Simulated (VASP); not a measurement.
## MoS2: single point with LDA

The system is MoS2.

```
Mo S
1.0
     1.63100    0.94166    6.34852
    -1.63100    0.94166    6.34852
     0.00000   -1.88332    6.34852
Mo S
1 2
Direct
  0.00000 0.00000 0.00000
  0.25000 0.25000 0.25000
  0.41700 0.41700 0.41700
```

* Program: VASP 6.6.1
* Task: single point
* Functional: LDA
* Potentials or basis: VASP PAW LDA potentials, release 64 (Mo_sv, S)
* Cutoff: 520 eV
* k mesh: 11 × 11 × 11
* Occupations: fermi-dirac, width 0.15 eV
* Spin: no spin polarisation
* Dipole correction: no
* Further INCAR settings: ALGO = Normal; EDIFF = 1e-07; NBANDS = 20

```yaml
Pressure: -14.0 GPa
Largest_force: 1.372 eV/Å
Band_gap_on_the_k_mesh: 0.92 eV (least direct gap 1.66 eV)
```

Forces in eV/Å, atoms in the order of the input:
```
Mo   0.000  0.000  0.066
S    0.000  0.000  1.306
S    0.000  0.000 -1.372
```

Stress tensor (GPa, compression positive):
```
-14.27   0.00   0.00
  0.00 -14.27   0.00
  0.00   0.00 -13.40
```

Levels at points of the mesh, in eV from the valence-band top:
| k point | band 10 | band 11 | band 12 | band 13 | band 14 | band 15 | band 16 | band 17 |
| --- | --- | --- | --- | --- | --- | --- | --- | --- |
| (0.00, 0.00, 0.00) | -2.06 | -2.06 | -1.14 | -0.93 | 1.89 | 1.89 | 2.19 | 2.19 |

Wall time 16 min on 1 thread of Intel Xeon 8259CL (shared host), peak memory 0.38 GiB.

Caveat: the cell stands under tension; forces of over 1 eV/Å act on the atoms, so gaps and moduli don't describe the material at rest. Expect the measured gap to be larger: semilocal functionals such as LDA lack the derivative discontinuity.
